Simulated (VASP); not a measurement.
# NiO2 (P-3m1) in VASP: further runs

The runs below take NiO2 through single point, with LDA.

Program: VASP 6.6.1. These are calculated values, not measurements. Logs are shortened: lines on timing, memory, paths and dates and some standing lists are left out, and cuts for length are marked.

## (1) The cell of the first run

Symmetry: P-3m1, No. 164, trigonal system. The conventional cell has a = 2.653 Å, b = 2.653 Å, c = 4.563 Å, α = 90.00°, β = 90.00°, γ = 120.00°. Within 2.4 Å of Ni (site symmetry -3m) lie 6 O at 1.77 Å. O (site symmetry 3m) has 3 Ni at 1.77 Å and 3 O at 2.35 Å within 2.4 Å.

## (2) Single point, LDA

Input file INCAR:

```
ALGO = Normal ; EDIFF = 1E-6
ENCUT = 700 ; GGA = CA
GGA_COMPAT = F ; ISIF = 2
ISMEAR = 0 ; LASPH = T
LCHARG = F ; LREAL = F
LWAVE = F ; NBANDS = 22
NELM = 120 ; PREC = Accurate
SIGMA = 0.05
```

Input file KPOINTS:

```
k-points
0
Gamma
  12 12 6
```

Input file POSCAR:

```
NiO2
1.0
    2.6525108924      0.0000000000      0.0000000000
   -1.3262554462      2.2971418167      0.0000000000
    0.0000000000      0.0000000000      4.5631144882
Ni O
1 2
Direct
    0.0000000000      0.0000000000      0.5000000000
    0.6666666667      0.3333333333      0.6948483030
    0.3333333333      0.6666666667      0.3051516970
```

Potentials or basis: VASP PAW LDA potentials, release 64 (Ni_sv_GW, O).

Command:

```
$ cat potpaw_LDA.64/Ni_sv_GW/POTCAR potpaw_LDA.64/O/POTCAR > POTCAR
$ mpirun -np 1 vasp_std > vasp.out
```

OUTCAR:

```text
EDIFF = 1E-6
   ENCUT = 700
   GGA = CA
   ISIF = 2
   ISMEAR = 0
   LASPH = T
   LREAL = F
   NELM = 120
   PREC = Accurate

 ion  position               nearest neighbor table
   1  0.000  0.000  0.500-   2 1.77   3 1.77   2 1.77   3 1.77   2 1.77   3 1.77
   2  0.667  0.333  0.695-   1 1.77   1 1.77   1 1.77
   3  0.333  0.667  0.305-   1 1.77   1 1.77   1 1.77

  LATTYP: Found a hexagonal cell.
 ALAT       =     2.6525108924
 C/A-ratio  =     1.7203000000

  Lattice vectors:

 A1 = (   2.6525108924,   0.0000000000,   0.0000000000)
 A2 = (  -1.3262554462,   2.2971418167,   0.0000000000)
 A3 = (   0.0000000000,   0.0000000000,   4.5631144882)

Analysis of symmetry for initial positions (statically):
=====================================================================
 Subroutine PRICEL returns:
 Original cell was already a primitive cell.

 Routine SETGRP: Setting up the symmetry group for a
 hexagonal supercell.

 Subroutine GETGRP returns: Found 12 space group operations
 (whereof 12 operations were pure point group operations)
 out of a pool of 24 trial point group operations.

The static configuration has the point symmetry D_3d.

Analysis of symmetry for dynamics (positions and initial velocities):
=====================================================================
 Subroutine PRICEL returns:
 Original cell was already a primitive cell.

 Routine SETGRP: Setting up the symmetry group for a
 hexagonal supercell.

 Subroutine GETGRP returns: Found 12 space group operations
 (whereof 12 operations were pure point group operations)
 out of a pool of 24 trial point group operations.

The dynamic configuration has the point symmetry D_3d.

 Subroutine INISYM returns: Found 12 space group operations
 (whereof 12 operations are pure point group operations),
 and found     1 'primitive' translations

----------------------------------------------------------------------------------------

                                     Primitive cell

  volume of cell :      27.8039

  direct lattice vectors                    reciprocal lattice vectors
     2.652510892  0.000000000  0.000000000     0.377001279  0.217661790  0.000000000
    -1.326255446  2.297141817  0.000000000     0.000000000  0.435323580  0.000000000
     0.000000000  0.000000000  4.563114488     0.000000000  0.000000000  0.219148567

  length of vectors
     2.652510892  2.652510892  4.563114488     0.435323580  0.435323580  0.219148567

  position of ions in fractional coordinates (direct lattice)
     0.000000000  0.000000000  0.500000000
     0.666666667  0.333333333  0.694848303
     0.333333333  0.666666667  0.305151697

  ion indices of the primitive-cell ions
   primitive index   ion index
                 1           1
                 2           2
                 3           3

----------------------------------------------------------------------------------------

 KPOINTS: k-points

Automatic generation of k-mesh.
 Grid dimensions read from file:
 generate k-points for:   12   12    6

 Generating k-lattice:

  Cartesian coordinates                     Fractional coordinates (reciprocal lattice)
     0.031416773  0.018138483  0.000000000     0.083333333  0.000000000  0.000000000
     0.000000000  0.036276965  0.000000000     0.000000000  0.083333333  0.000000000
     0.000000000  0.000000000  0.036524761     0.000000000  0.000000000  0.166666667

  Length of vectors
     0.036276965  0.036276965  0.036524761

  Shift w.r.t. Gamma in fractional coordinates (k-lattice)
     0.000000000  0.000000000  0.000000000

 Subroutine IBZKPT returns following result:
 ===========================================

 Found    100 irreducible k-points:

 Following reciprocal coordinates:
            Coordinates               Weight
  0.000000  0.000000  0.000000      1.000000
  0.083333 -0.000000  0.000000      6.000000
  0.166667 -0.000000  0.000000      6.000000
  0.250000 -0.000000  0.000000      6.000000
  0.333333  0.000000  0.000000      6.000000
  0.416667 -0.000000  0.000000      6.000000
[... 16 lines left out ...]
  0.166667 -0.000000  0.166667      6.000000
  0.000000  0.166667  0.166667      6.000000
 [... further k-points ...]
   k-points           NKPTS =    100   k-points in BZ     NKDIM =    100   number of bands    NBANDS=     22
   number of dos      NEDOS =    301   number of ions     NIONS =      3
   total plane-waves  NPLWV =  23040
   dimension x,y,z NGX =    24 NGY =   24 NGZ =   40
   dimension x,y,z NGXF=    48 NGYF=   48 NGZF=   80
   ions per type =               1   2
   NGX,Y,Z   is equivalent  to a cutoff of  15.04, 15.04, 14.57 a.u.
   NGXF,Y,Z  is equivalent  to a cutoff of  30.08, 30.08, 29.15 a.u.
 SYSTEM =  unknown system
   PREC   = accura    normal or accurate (medium, high low for compatibility)
   ISTART =      0    job   : 0-new  1-cont  2-samecut
   ICHARG =      2    charge: 1-file 2-atom 10-const
   ISPIN  =      1    spin polarized calculation?
   LNONCOLLINEAR =      F non collinear calculations
   LSORBIT =      F    spin-orbit coupling
   LASPH  =      T    aspherical Exc in radial PAW
   ENCUT  =  700.0 eV  51.45 Ry    7.17 a.u.   5.72  5.72  9.84*2*pi/ulx,y,z
   NELM   =    120;   NELMIN=  2; NELMDL= -5     # of ELM steps
   EDIFF  = 0.1E-05   stopping-criterion for ELM
   LREAL  =      F    real-space projection
[... 7 lines left out ...]
   TEBEG  =    0.0;   TEEND  =   0.0 temperature during run
   PSTRESS=    0.0 pullay stress
   NELECT =      30.0000    total number of electrons
   NUPDOWN=      -1.0000    fix difference up-down
   EMIN   =  10.00;   EMAX   =-10.00  energy-range for DOS
   EFERMI =   0.00;   METHOD = LEGACY
   ISMEAR =     0;   SIGMA  =   0.05  broadening in eV -4-tet -1-fermi 0-gaus
   EFERMI_NEDOS =   21; number of points for ismear=-14 and -15
   IALGO  =     38    algorithm
   IMIX   =      4    mixing-type and parameters
     AMIX     =   0.40;   BMIX     =  1.00
     AMIX_MAG =   1.60;   BMIX_MAG =  1.00
  volume/ion in A,a.u.               =       9.27        62.54
  Fermi-wavevector in a.u.,A,eV,Ry     =   1.679113  3.173063 38.360522  2.819419
  Thomas-Fermi vector in A             =   2.763082
   LORBIT       =      0    0 simple, 1 ext, 2 COOP (PROOUT), +10 PAW based schemes
   GGA     = CA    functional components
   LHFCALC =     F    Hartree Fock is set to
   AEXX    =    0.0000 exact exchange contribution
   IVDW    =     0    specifies the selected vdW correction
   LEPSILON=     F    determine dielectric tensor
   LRPA    =     F    only Hartree local field effects (RPA)
 non-spin polarized calculation
 Gauss-broadening in eV      SIGMA  =   0.05
  energy-cutoff  :      700.00
  volume of cell :       27.80
 maximum number of plane-waves:      1186
 NGX is ok and might be reduce to    24

 number of electron      30.0000015 magnetization

 Free energy of the ion-electron system (eV)
  ---------------------------------------------------
  ext. energy  EPLUGINS =         0.00000000
  ---------------------------------------------------
  free energy    TOTEN  =       -20.73395177 eV

  energy without entropy =      -20.73395177  energy(sigma->0) =      -20.73395177

 E-fermi :   3.5945     XC(G=0): -12.2039

 val. band max:        3.3669307048   @ k =   0.0833  -0.0000   0.5000
 cond. band min:       4.4793854198   @ k =   0.2500  -0.0000   0.3333
 fundamental gap:      1.1124547150
 Fermi energy:         3.5944756427

 k-point     1 :       0.0000    0.0000    0.0000
  band No.  band energies     occupation
      1    -100.3591      2.00000
      2     -61.4180      2.00000
      3     -61.4180      2.00000
      4     -61.1217      2.00000
      5     -17.7050      2.00000
      6     -14.2935      2.00000
[... 14 lines left out ...]
     21      24.4298      0.00000
     22      24.4298      0.00000

 k-point     2 :       0.0833   -0.0000    0.0000
  band No.  band energies     occupation
      1    -100.3583      2.00000
      2     -61.4253      2.00000
      3     -61.4197      2.00000
      4     -61.1205      2.00000
      5     -17.5822      2.00000
      6     -14.3124      2.00000
[... 14 lines left out ...]
     21      23.5169      0.00000
     22      24.7222      0.00000

 k-point     3 :       0.1667   -0.0000    0.0000
  band No.  band energies     occupation
      1    -100.3565      2.00000
      2     -61.4452      2.00000
      3     -61.4245      2.00000
      4     -61.1177      2.00000
      5     -17.2304      2.00000
      6     -14.3691      2.00000
[... 14 lines left out ...]
     21      21.8898      0.00000
     22      24.3068      0.00000

 k-point     4 :       0.2500   -0.0000    0.0000
  band No.  band energies     occupation
      1    -100.3536      2.00000
      2     -61.4719      2.00000
      3     -61.4309      2.00000
      4     -61.1137      2.00000
      5     -16.7009      2.00000
      6     -14.4629      2.00000
[... 14 lines left out ...]
     21      20.5174      0.00000
     22      22.9160      0.00000

 k-point     5 :       0.3333    0.0000    0.0000
  band No.  band energies     occupation
      1    -100.3506      2.00000
      2     -61.4987      2.00000
      3     -61.4373      2.00000
      4     -61.1095      2.00000
      5     -16.0835      2.00000
      6     -14.5937      2.00000
[... 14 lines left out ...]
     21      20.0725      0.00000
     22      22.0173      0.00000

 k-point     6 :       0.4167   -0.0000    0.0000
  band No.  band energies     occupation
      1    -100.3483      2.00000
      2     -61.5182      2.00000
      3     -61.4418      2.00000
      4     -61.1065      2.00000
      5     -15.5003      2.00000
      6     -14.7758      2.00000
[... 14 lines left out ...]
     21      20.0855      0.00000
     22      21.6786      0.00000

 k-point     7 :       0.5000   -0.0000    0.0000
  band No.  band energies     occupation
      1    -100.3476      2.00000
      2     -61.5254      2.00000
      3     -61.4435      2.00000
      4     -61.1054      2.00000
      5     -15.0727      2.00000
      6     -15.0442      2.00000
[... 324 lines left out ...]
      6     -14.3420      2.00000
[... 14 lines left out ...]
     21      24.4375      0.00000
     22      24.4375      0.00000

 k-point    21 :       0.0833   -0.0000    0.1667
  band No.  band energies     occupation
      1    -100.3585      2.00000
      2     -61.4254      2.00000
      3     -61.4197      2.00000
      4     -61.1207      2.00000
      5     -17.5612      2.00000
      6     -14.3580      2.00000
[... 14 lines left out ...]
     21      23.5516      0.00000
     22      24.7277      0.00000

 k-point    22 :       0.0000    0.0833    0.1667
  band No.  band energies     occupation
      1    -100.3585      2.00000
      2     -61.4254      2.00000
      3     -61.4197      2.00000
      4     -61.1207      2.00000
      5     -17.5611      2.00000
      6     -14.3585      2.00000
[... 14 lines left out ...]
     21      23.5653      0.00000
     22      24.7234      0.00000

 k-point    23 :       0.1667   -0.0000    0.1667
  band No.  band energies     occupation
      1    -100.3564      2.00000
      2     -61.4451      2.00000
      3     -61.4245      2.00000
      4     -61.1176      2.00000
      5     -17.2108      2.00000
      6     -14.4060      2.00000
[... 14 lines left out ...]
     21      21.9596      0.00000
     22      24.5917      0.00000

 k-point    24 :       0.0000    0.1667    0.1667
  band No.  band energies     occupation
      1    -100.3563      2.00000
      2     -61.4451      2.00000
      3     -61.4245      2.00000
      4     -61.1176      2.00000
      5     -17.2094      2.00000
      6     -14.4096      2.00000
[... 14 lines left out ...]
     21      21.9769      0.00000
     22      24.1690      0.00000

 [... further k-points ...]

------------------------ aborting loop because EDIFF is reached ----------------------------------------

  FORCE on cell =-STRESS in cart. coord.  units (eV):
  Direction    XX          YY          ZZ          XY          YZ          ZX
  --------------------------------------------------------------------------------------
  -------------------------------------------------------------------------------------
  Total        6.6899046      6.6899046      3.5894765      0.0000000      0.0000000      0.0000000
  in kB      385.4997999    385.4998000    206.8403896      0.0000000      0.0000000      0.0000000
  external PRESSURE =     325.9466632 kB  Pullay stress =       0.0000000 kB

 VOLUME and BASIS-vectors are now :
 -----------------------------------------------------------------------------
  energy-cutoff  :      700.00
  volume of cell :       27.80
      direct lattice vectors                 reciprocal lattice vectors
     2.652510892  0.000000000  0.000000000     0.377001279  0.217661790  0.000000000
    -1.326255446  2.297141817  0.000000000     0.000000000  0.435323580  0.000000000
     0.000000000  0.000000000  4.563114488     0.000000000  0.000000000  0.219148567

 POSITION                                       TOTAL-FORCE (eV/Angst)
 -----------------------------------------------------------------------------------
      0.00000      0.00000      2.28156         0.000000     -0.000000      0.000000
      1.32626      0.76571      3.17067        -0.000000      0.000000      2.242531
     -0.00000      1.53143      1.39244        -0.000000     -0.000000     -2.242531
 -----------------------------------------------------------------------------------
    total drift:                                0.000000      0.000000     -0.000000

  FREE ENERGIE OF THE ION-ELECTRON SYSTEM (eV)
  ---------------------------------------------------
  free  energy   TOTEN  =       -20.7339517701 eV

  energy  without entropy=      -20.7339517701  energy(sigma->0) =      -20.73395177
```

Wall time 36 s (1 thread of Intel Xeon 6975P-C (Granite Rapids), shared host); peak memory 0.23 GiB.

Results:

```
Free energy            : -20.7340 eV
Pressure               : 32.6 GPa
Largest force          : 2.243 eV/Å
Band gap on the k mesh : 1.11 eV (least direct gap 1.45 eV)
```

Forces on the atoms (eV/Å):
```
Ni   0.000  0.000  0.000
O    0.000  0.000  2.243
O    0.000  0.000 -2.243
```

Levels at points of the mesh, in eV from the valence-band top:
```csv
k point,band 11,band 12,band 13,band 14,band 15,band 16,band 17,band 18,band 19,band 20
"(0.00, 0.00, 0.00)",-2.78,-1.46,-1.46,-1.38,-0.48,2.63,2.63,8.40,11.70,15.39
"(0.50, 0.00, 0.00)",-3.52,-2.69,-2.23,-2.08,-1.22,1.88,2.53,13.05,13.54,14.76
"(0.00, 0.00, 0.50)",-2.78,-2.73,-1.49,-1.49,-0.04,2.67,2.67,10.23,11.36,13.36
"(0.50, 0.00, 0.50)",-3.46,-2.23,-2.12,-2.09,-1.34,1.91,2.46,11.89,13.61,15.34
```

Caveat: the stress differs along the axes, from 21 to 39 GPa; the run has no spin polarisation, though such a crystal can be magnetic; forces of over 1 eV/Å act on the atoms, so gaps and moduli don't describe the material at rest. Spin polarisation is off, so any magnetic state and its effect on volume and gap are missing.

## (3) Single point, LDA

This run uses another cell than the first one, of the same volume but with other edges.

Input file INCAR:

```
PREC = Accurate
ENCUT = 700
EDIFF = 1E-6
ISMEAR = 0
SIGMA = 0.05
LREAL = F
LASPH = T
NELM = 120
ALGO = Normal
ISIF = 2
LWAVE = F
LCHARG = F
GGA = CA
NBANDS = 22
GGA_COMPAT = F
```

Input file KPOINTS:

```
regular mesh
0
Gamma
  12 12 6
```

Input file POSCAR:

```
NiO2
1.0
    2.7627792314      0.0000000000      0.0000000000
   -1.3813896157      2.3926369995      0.0000000000
    0.0000000000      0.0000000000      4.2061363981
Ni O
1 2
Direct
    0.0000000000      0.0000000000      0.5000000000
    0.6666666667      0.3333333333      0.6829609091
    0.3333333333      0.6666666667      0.3170390909
```

Potentials or basis: VASP PAW LDA potentials, release 64 (Ni_sv_GW, O).

Command:

```
$ cat potpaw_LDA.64/Ni_sv_GW/POTCAR potpaw_LDA.64/O/POTCAR > POTCAR
$ mpirun -np 1 vasp_std > vasp.out
```

Wall time 33 s (1 thread of Intel Xeon 6975P-C (Granite Rapids), shared host); peak memory 0.22 GiB.

The run converged. Its results:

```yaml
Free_energy: -20.5643 eV
Pressure: 31.2 GPa
Largest_force: 3.552 eV/Å
Band_gap_on_the_k_mesh: 0.73 eV (least direct gap 1.33 eV)
```

Forces in eV/Å, atoms in the order of the input:
```
Ni   0.000  0.000  0.000
O    0.000  0.000  3.552
O    0.000  0.000 -3.552
```

Stress tensor (GPa, compression positive):
```
32.22  0.00  0.00
 0.00 32.22  0.00
 0.00  0.00 29.14
```

Levels at points of the mesh, in eV from the valence-band top:
```csv
k point,band 12,band 13,band 14,band 15,band 16,band 17,band 18,band 19
"(0.00, 0.00, 0.00)",-1.92,-1.92,-1.50,-0.33,2.42,2.42,7.75,11.18
"(0.50, 0.00, 0.00)",-2.64,-2.51,-2.45,-1.28,1.32,2.43,12.48,12.59
"(0.00, 0.00, 0.50)",-2.91,-1.96,-1.96,0.00,2.47,2.47,9.52,11.25
"(0.50, 0.00, 0.50)",-2.64,-2.43,-1.75,-1.41,1.31,2.33,10.94,13.02
```

Caveat: the cell stands under pressure; the run has no spin polarisation, though such a crystal can be magnetic; forces of over 1 eV/Å act on the atoms, so gaps and moduli don't describe the material at rest.

(Continued in part 2 of 2.)
